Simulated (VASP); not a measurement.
# BaTe (Fm-3m) in VASP: a series of runs

BaTe is run at these levels: PBE; tasks: single point.

Everything below comes from runs of VASP 6.6.1. Logs are shortened: lines on timing, memory, paths and dates and some standing lists are left out, and cuts for length are marked.

## 1. The cell of the first run

The structure is cubic, space group Fm-3m (No. 225). Conventional cell: a = 6.921 Å, b = 6.921 Å, c = 6.921 Å, α = 90.00°, β = 90.00°, γ = 90.00°. Within 4.5 Å of Ba (site symmetry m-3m) lie 6 Te at 3.46 Å. Te (site symmetry m-3m) has 6 Ba at 3.46 Å within 4.5 Å.

## 2. Single point, PBE (41.43 Å³/atom)

Contents of INCAR:

```
SYSTEM = BaTe
ALGO = Normal
EDIFF = 1E-6
ENCUT = 520
GGA = PE
ISIF = 2
ISMEAR = 0
LASPH = .TRUE.
LCHARG = .TRUE.
LELF = .TRUE.
LREAL = .FALSE.
LVHAR = .TRUE.
LWAVE = .FALSE.
NBANDS = 15
NELM = 60
PREC = Accurate
SIGMA = 0.01
```

Contents of KPOINTS:

```
k-points
0
G
  6 6 6
  0 0 0
```

Contents of POSCAR:

```
BaTe
1.0
    0.0000000000      3.4602770877      3.4602770877
    3.4602770877      0.0000000000      3.4602770877
    3.4602770877      3.4602770877      0.0000000000
Ba Te
1 1
Direct
    0.0000000000      0.0000000000      0.0000000000
    0.5000000000      0.5000000000      0.5000000000
```

Potentials or basis: VASP PAW PBE potentials, release 64 (Ba_sv, Te).

Command:

```sh
$ cat potpaw_PBE.64/Ba_sv/POTCAR potpaw_PBE.64/Te/POTCAR > POTCAR
$ mpirun -np 1 vasp_std > vasp.out
```

OUTCAR:

```text
SYSTEM = BaTe
   EDIFF = 1E-6
   ENCUT = 520
   GGA = PE
   ISIF = 2
   ISMEAR = 0
   LASPH = .TRUE.
   LREAL = .FALSE.
   NELM = 60
   PREC = Accurate

 ion  position               nearest neighbor table
   1  0.000  0.000  0.000-   2 3.46   2 3.46   2 3.46   2 3.46   2 3.46   2 3.46
   2  0.500  0.500  0.500-   1 3.46   1 3.46   1 3.46   1 3.46   1 3.46   1 3.46

  LATTYP: Found a face centered cubic cell.
 ALAT       =     6.9205541754

  Lattice vectors:

 A1 = (   0.0000000000,   3.4602770877,   3.4602770877)
 A2 = (   3.4602770877,   0.0000000000,   3.4602770877)
 A3 = (   3.4602770877,   3.4602770877,   0.0000000000)

Analysis of symmetry for initial positions (statically):
=====================================================================
 Subroutine PRICEL returns:
 Original cell was already a primitive cell.

 Routine SETGRP: Setting up the symmetry group for a
 face centered cubic supercell.

 Subroutine GETGRP returns: Found 48 space group operations
 (whereof 48 operations were pure point group operations)
 out of a pool of 48 trial point group operations.

The static configuration has the point symmetry O_h .

Analysis of symmetry for dynamics (positions and initial velocities):
=====================================================================
 Subroutine PRICEL returns:
 Original cell was already a primitive cell.

 Routine SETGRP: Setting up the symmetry group for a
 face centered cubic supercell.

 Subroutine GETGRP returns: Found 48 space group operations
 (whereof 48 operations were pure point group operations)
 out of a pool of 48 trial point group operations.

The dynamic configuration has the point symmetry O_h .

 Subroutine INISYM returns: Found 48 space group operations
 (whereof 48 operations are pure point group operations),
 and found     1 'primitive' translations

----------------------------------------------------------------------------------------

                                     Primitive cell

  volume of cell :      82.8634

  direct lattice vectors                    reciprocal lattice vectors
     0.000000000  3.460277088  3.460277088    -0.144497099  0.144497099  0.144497099
     3.460277088  0.000000000  3.460277088     0.144497099 -0.144497099  0.144497099
     3.460277088  3.460277088  0.000000000     0.144497099  0.144497099 -0.144497099

  length of vectors
     4.893570787  4.893570787  4.893570787     0.250276317  0.250276317  0.250276317

  position of ions in fractional coordinates (direct lattice)
     0.000000000  0.000000000  0.000000000
     0.500000000  0.500000000  0.500000000

  ion indices of the primitive-cell ions
   primitive index   ion index
                 1           1
                 2           2

----------------------------------------------------------------------------------------

 KPOINTS: k-points

Automatic generation of k-mesh.
 Grid dimensions read from file:
 generate k-points for:    6    6    6

 Generating k-lattice:

  Cartesian coordinates                     Fractional coordinates (reciprocal lattice)
    -0.024082850  0.024082850  0.024082850     0.166666667  0.000000000  0.000000000
     0.024082850 -0.024082850  0.024082850     0.000000000  0.166666667  0.000000000
     0.024082850  0.024082850 -0.024082850     0.000000000  0.000000000  0.166666667

  Length of vectors
     0.041712719  0.041712719  0.041712719

  Shift w.r.t. Gamma in fractional coordinates (k-lattice)
     0.000000000  0.000000000  0.000000000

 Subroutine IBZKPT returns following result:
 ===========================================

 Found     16 irreducible k-points:

 Following reciprocal coordinates:
            Coordinates               Weight
  0.000000  0.000000  0.000000      1.000000
  0.166667  0.000000  0.000000      8.000000
  0.333333  0.000000  0.000000      8.000000
  0.500000  0.000000  0.000000      4.000000
  0.166667  0.166667  0.000000      6.000000
  0.333333  0.166667  0.000000     24.000000
[... 8 lines left out ...]
 -0.333333  0.333333  0.166667     24.000000
 -0.333333  0.500000  0.166667     12.000000
   k-points           NKPTS =     16   k-points in BZ     NKDIM =     16   number of bands    NBANDS=     15
   number of dos      NEDOS =    301   number of ions     NIONS =      2
   total plane-waves  NPLWV =  46656
   dimension x,y,z NGX =    36 NGY =   36 NGZ =   36
   dimension x,y,z NGXF=    72 NGYF=   72 NGZF=   72
   ions per type =               1   1
   NGX,Y,Z   is equivalent  to a cutoff of  12.23, 12.23, 12.23 a.u.
   NGXF,Y,Z  is equivalent  to a cutoff of  24.46, 24.46, 24.46 a.u.
 SYSTEM =  BaTe
   PREC   = accura    normal or accurate (medium, high low for compatibility)
   ISTART =      0    job   : 0-new  1-cont  2-samecut
   ICHARG =      2    charge: 1-file 2-atom 10-const
   ISPIN  =      1    spin polarized calculation?
   LNONCOLLINEAR =      F non collinear calculations
   LSORBIT =      F    spin-orbit coupling
   LASPH  =      T    aspherical Exc in radial PAW
   ENCUT  =  520.0 eV  38.22 Ry    6.18 a.u.   9.10  9.10  9.10*2*pi/ulx,y,z
   NELM   =     60;   NELMIN=  2; NELMDL= -5     # of ELM steps
   EDIFF  = 0.1E-05   stopping-criterion for ELM
   LREAL  =      F    real-space projection
   EDIFFG = 0.1E-04   stopping-criterion for IOM
   NSW    =      0    number of steps for IOM
   IBRION =     -1    ionic relax: 0-MD 1-quasi-New 2-CG
   NFREE  =      0    steps in history (QN), initial steepest desc. (CG)
   ISIF   =      2    stress and relaxation
   ISYM   =      2    0-nonsym 1-usesym 2-fastsym
   POTIM  = 0.5000    time-step for ionic-motion
   TEBEG  =    0.0;   TEEND  =   0.0 temperature during run
   PSTRESS=    0.0 pullay stress
   NELECT =      16.0000    total number of electrons
   NUPDOWN=      -1.0000    fix difference up-down
   EMIN   =  10.00;   EMAX   =-10.00  energy-range for DOS
   EFERMI =   0.00;   METHOD = LEGACY
   ISMEAR =     0;   SIGMA  =   0.01  broadening in eV -4-tet -1-fermi 0-gaus
   EFERMI_NEDOS =   21; number of points for ismear=-14 and -15
   IALGO  =     38    algorithm
   IMIX   =      4    mixing-type and parameters
     AMIX     =   0.40;   BMIX     =  1.00
     AMIX_MAG =   1.60;   BMIX_MAG =  1.00
  volume/ion in A,a.u.               =      41.43       279.59
  Fermi-wavevector in a.u.,A,eV,Ry     =   0.946224  1.788104 12.181838  0.895340
  Thomas-Fermi vector in A             =   2.074201
   LORBIT       =      0    0 simple, 1 ext, 2 COOP (PROOUT), +10 PAW based schemes
   GGA     = PE    functional components
   LHFCALC =     F    Hartree Fock is set to
   AEXX    =    0.0000 exact exchange contribution
   IVDW    =     0    specifies the selected vdW correction
   LEPSILON=     F    determine dielectric tensor
   LRPA    =     F    only Hartree local field effects (RPA)
 non-spin polarized calculation
 Gauss-broadening in eV      SIGMA  =   0.01
  energy-cutoff  :      520.00
  volume of cell :       82.86
 maximum number of plane-waves:      2252
   NGX = 19   NGY = 19   NGZ = 19

 number of electron      16.0000000 magnetization

 Free energy of the ion-electron system (eV)
  ---------------------------------------------------
  ext. energy  EPLUGINS =         0.00000000
  ---------------------------------------------------
  free energy    TOTEN  =        -8.58532705 eV

  energy without entropy =       -8.58532705  energy(sigma->0) =       -8.58532705

 E-fermi :   2.6479     XC(G=0):  -8.3840

 val. band max:        2.4987818401   @ k =   0.0000   0.0000   0.0000
 cond. band min:       3.9384169482   @ k =   0.5000   0.5000   0.0000
 fundamental gap:      1.4396351081
 Fermi energy:         2.6479191966

 k-point     1 :       0.0000    0.0000    0.0000
  band No.  band energies     occupation
      1     -24.4351      2.00000
      2      -9.5963      2.00000
      3      -9.5963      2.00000
      4      -9.5963      2.00000
      5      -7.1212      2.00000
      6       2.4988      2.00000
      7       2.4988      2.00000
      8       2.4988      2.00000
      9       5.4004      0.00000
     10       5.4004      0.00000
     11       5.4004      0.00000
     12       5.5450      0.00000
     13       6.0541      0.00000
     14       6.0541      0.00000
     15       9.4853      0.00000

 k-point     2 :       0.1667    0.0000    0.0000
  band No.  band energies     occupation
      1     -24.4311      2.00000
      2      -9.7418      2.00000
      3      -9.5995      2.00000
      4      -9.5995      2.00000
      5      -6.8973      2.00000
      6       1.6644      2.00000
      7       2.0917      2.00000
      8       2.0917      2.00000
      9       5.4680      0.00000
     10       5.7507      0.00000
     11       5.7507      0.00000
     12       6.6405      0.00000
     13       6.8571      0.00000
     14       6.8571      0.00000
     15      10.3505      0.00000

 k-point     3 :       0.3333    0.0000    0.0000
  band No.  band energies     occupation
      1     -24.4230      2.00000
      2      -9.9842      2.00000
      3      -9.6057      2.00000
      4      -9.6057      2.00000
      5      -6.4836      2.00000
      6       0.5910      2.00000
      7       1.5210      2.00000
      8       1.5210      2.00000
      9       5.9163      0.00000
     10       6.6491      0.00000
     11       6.6491      0.00000
     12       8.0004      0.00000
     13       8.5812      0.00000
     14       8.5812      0.00000
     15      10.7804      0.00000

 k-point     4 :       0.5000    0.0000    0.0000
  band No.  band energies     occupation
      1     -24.4190      2.00000
      2     -10.0890      2.00000
      3      -9.6088      2.00000
      4      -9.6088      2.00000
      5      -6.2840      2.00000
      6       0.1642      2.00000
      7       1.2973      2.00000
      8       1.2973      2.00000
      9       6.7367      0.00000
     10       7.3348      0.00000
     11       7.4573      0.00000
     12       7.4573      0.00000
     13       9.5353      0.00000
     14       9.5353      0.00000
     15      10.1857      0.00000
[... 163 lines left out ...]
 k-point    14 :       0.5000    0.3333    0.1667
  band No.  band energies     occupation
      1     -24.4177      2.00000
      2      -9.9114      2.00000
      3      -9.7017      2.00000
      4      -9.6445      2.00000
      5      -6.5936      2.00000
      6       0.7843      2.00000
      7       1.5037      2.00000
      8       1.7745      2.00000
      9       5.2435      0.00000
     10       6.9524      0.00000
     11       7.4834      0.00000
     12       7.6585      0.00000
     13       8.2365      0.00000
     14       9.6669      0.00000
     15      10.2214      0.00000

 k-point    15 :      -0.3333    0.3333    0.1667
  band No.  band energies     occupation
      1     -24.4151      2.00000
      2      -9.9119      2.00000
      3      -9.7271      2.00000
      4      -9.6707      2.00000
      5      -6.5690      2.00000
      6       0.8524      2.00000
      7       1.4776      2.00000
      8       1.5013      2.00000
      9       6.0937      0.00000
     10       6.2127      0.00000
     11       7.9434      0.00000
     12       7.9929      0.00000
     13       8.1351      0.00000
     14       9.8901      0.00000
     15      10.8879      0.00000

 k-point    16 :      -0.3333    0.5000    0.1667
  band No.  band energies     occupation
      1     -24.4138      2.00000
      2      -9.8013      2.00000
      3      -9.7563      2.00000
      4      -9.7290      2.00000
      5      -6.7245      2.00000
      6       1.3614      2.00000
      7       1.4186      2.00000
      8       1.7259      2.00000
      9       5.0249      0.00000
     10       7.0913      0.00000
     11       7.2980      0.00000
     12       7.9273      0.00000
     13       8.3650      0.00000
     14       9.1896      0.00000
     15      10.7556      0.00000

------------------------ aborting loop because EDIFF is reached ----------------------------------------

  FORCE on cell =-STRESS in cart. coord.  units (eV):
  Direction    XX          YY          ZZ          XY          YZ          ZX
  --------------------------------------------------------------------------------------
  -------------------------------------------------------------------------------------
  Total        1.2413658      1.2413658      1.2413658      0.0000000      0.0000000     -0.0000000
  in kB       24.0020174     24.0020174     24.0020174      0.0000000      0.0000000     -0.0000000
  external PRESSURE =      24.0020174 kB  Pullay stress =       0.0000000 kB

 VOLUME and BASIS-vectors are now :
 -----------------------------------------------------------------------------
  energy-cutoff  :      520.00
  volume of cell :       82.86
      direct lattice vectors                 reciprocal lattice vectors
     0.000000000  3.460277088  3.460277088    -0.144497099  0.144497099  0.144497099
     3.460277088  0.000000000  3.460277088     0.144497099 -0.144497099  0.144497099
     3.460277088  3.460277088  0.000000000     0.144497099  0.144497099 -0.144497099

 POSITION                                       TOTAL-FORCE (eV/Angst)
 -----------------------------------------------------------------------------------
      0.00000      0.00000      0.00000         0.000000     -0.000000      0.000000
      3.46028      3.46028      3.46028        -0.000000      0.000000     -0.000000
 -----------------------------------------------------------------------------------
    total drift:                                0.000000      0.000000      0.000000

  FREE ENERGIE OF THE ION-ELECTRON SYSTEM (eV)
  ---------------------------------------------------
  free  energy   TOTEN  =        -8.5853270478 eV

  energy  without entropy=       -8.5853270478  energy(sigma->0) =       -8.58532705
```

It took 21 s on 1 thread of Intel Xeon 8259CL, shared host; peak memory 0.21 GiB.

What came out:

* Free energy: -8.5853 eV
* Pressure: 2.4 GPa
* Band gap on the k mesh: 1.44 eV (least direct gap 1.82 eV)

Caveat: spin-orbit coupling is left out, which moves the levels of the heavy elements. A k mesh can miss the band edges.

(Continued in part 2 of 2.)
